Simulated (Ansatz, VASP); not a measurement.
# ZnCu in VASP and in Ansatz

The input INCAR:

```
ALGO     = Fast           # electronic algorithm
EDIFF    = 1E-7           # SCF threshold, eV
ENCUT    = 520            # plane-wave cutoff, eV
GGA      = PE             # functional
ISIF     = 2              # what is computed and relaxed
ISMEAR   = 0              # smearing method
LASPH    = T              # aspherical terms in the spheres
LCHARG   = T              # write CHGCAR
LELF     = T              # ELF
LREAL    = F              # projectors in reciprocal space
LVHAR    = T            
LWAVE    = F              # write WAVECAR
NBANDS   = 18             # bands
NELM     = 100            # most SCF steps
PREC     = Accurate       # precision mode
SIGMA    = 0.15           # smearing width, eV
```

The input KPOINTS:

```
k-points
0
Gamma
  16 16 16
```

File POSCAR:

```
ZnCu
1.0
    2.9450000000      0.0000000000      0.0000000000
    0.0000000000      2.9450000000      0.0000000000
    0.0000000000      0.0000000000      2.9450000000
Zn Cu
1 1
Direct
    0.4852966824      0.4852966824      0.4852966824
    0.0000000000      0.0000000000      0.0000000000
```

Input for Ansatz:

```yaml
crystal:
  lattice:
    - [2.945, 0.0, 0.0]
    - [0.0, 2.945, 0.0]
    - [0.0, 0.0, 2.945]
  atoms:
    - { symbol: Zn, position: [0.4852966824, 0.4852966824, 0.4852966824] }
    - { symbol: Cu, position: [0.0, 0.0, 0.0] }
basis:
  ecutwfc: 420
kpoints:
  mp_grid: { grid: [16, 16, 16] }
hamiltonian:
  xc: pbe
scf:
  occupations: { method: gaussian, width: 0.15 }
output:
  forces: true
  stress: true
  eigenvalues: true
```

Change from the starting cell: all Zn atoms moved +0.075 Å, as atom 1 towards its neighbour atom 2 (Cu) at 2.550 Å.

Alike in both runs: task single point; functional PBE; k mesh 16 × 16 × 16; occupations gaussian, width 0.15 eV; no spin polarisation.

|  | VASP | Ansatz |
| --- | --- | --- |
| version | VASP 6.6.1 | Ansatz 0.2.0 |
| potentials or method | VASP PAW PBE potentials, release 64 (Zn, Cu), cutoff 520 eV | scalar-relativistic, plane waves, PAW |
| valence electrons in the cell | 23 | 31 |

VASP gave:

| Property | Result |
| --- | --- |
| gap on the k mesh at the Fermi level (eV) | none |
| pressure (GPa) | 3.3 |
| traceless stress, the component that is largest in VASP (GPa) | 0.22 |
| rms of the force components (eV/Å) | 0.214 |

Problem. Estimate Ansatz's values.

Solution. gap on the k mesh at the Fermi level (eV): none; pressure (GPa): 2.6; traceless stress, the component that is largest in VASP (GPa): 0.22; rms of the force components (eV/Å): 0.211.

Atom by atom the forces differ by 0.003 eV/Å (rms over components). A gap of «none» marks a metal or a gap that the smearing closes. The functional is the same, so the differences come from potentials, cutoffs and numerics. VASP's potentials hold 23 valence electrons a cell and Ansatz's 31, so a difference there can come from the potentials and not from the codes.
